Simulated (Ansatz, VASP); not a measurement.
## BN in VASP and in Ansatz

INCAR

```
SYSTEM = BN
ALGO = Normal
EDIFF = 1E-6
ENCUT = 520
GGA = PE
ISIF = 2
ISMEAR = 0
IVDW = 12
LASPH = .TRUE.
LCHARG = .FALSE.
LREAL = .FALSE.
LWAVE = .FALSE.
NBANDS = 11
NELM = 80
PREC = Accurate
SIGMA = 0.05
```

Contents of KPOINTS:

```
k-points
0
G
  12 12 12
  0 0 0
```

Contents of POSCAR:

```
BN
1.0
    1.3512115259      0.7801223382      3.1030996510
   -1.3512115259      0.7801223382      3.1030996510
    0.0000000000     -1.5602446764      3.1030996510
B N
1 1
Direct
    0.9996712000      0.9996712000      0.9996712000
    0.3327618000      0.3327618000      0.3327618000
```

Input for Ansatz:

```yaml
crystal:
  lattice:
    - [1.3512115259, 0.7801223382, 3.103099651]
    - [-1.3512115259, 0.7801223382, 3.103099651]
    - [0.0, -1.5602446764, 3.103099651]
  atoms:
    - { symbol: B, position: [0.9996712, 0.9996712, 0.9996712] }
    - { symbol: "N", position: [0.3327618, 0.3327618, 0.3327618] }
basis:
  ecutwfc: 420
kpoints:
  mp_grid: { grid: [12, 12, 12] }
hamiltonian:
  xc: pbe
  dispersion: d3bj
scf:
  occupations: { method: gaussian, width: 0.05 }
output:
  forces: true
  stress: true
  eigenvalues: true
```

Change from the starting cell: strain +0.080 along x and y, -0.080 along z, atoms carried along.

Alike in both runs: task single point; functional PBE; dispersion D3(BJ); k mesh 12 × 12 × 12; occupations gaussian, width 0.05 eV; no spin polarisation.

```csv
,VASP,Ansatz
version,VASP 6.6.1,Ansatz 0.2.0
potentials or method,"VASP PAW PBE potentials, release 64 (B, N), cutoff 520 eV","scalar-relativistic, plane waves, PAW"
valence electrons in the cell,8,8
```

```csv
,VASP,Ansatz,Ansatz less VASP
gap on the k mesh at the Fermi level (eV),3.55,3.55,+0.005
least direct gap on the mesh (eV),4.17,4.17,+0.002
pressure (GPa),-40.5,-40.5,+0.01
"traceless stress, the component that is largest in VASP (GPa)",42.62,42.70,+0.080
rms of the force components (eV/Å),0.048,0.048,-0.0002
```

Atom by atom the forces differ by 0.000 eV/Å (rms over components). Both programs put the cell under strong tension, so it lies far from rest at this level.

Noted on VASP's run: the cell as given lies far from equilibrium.
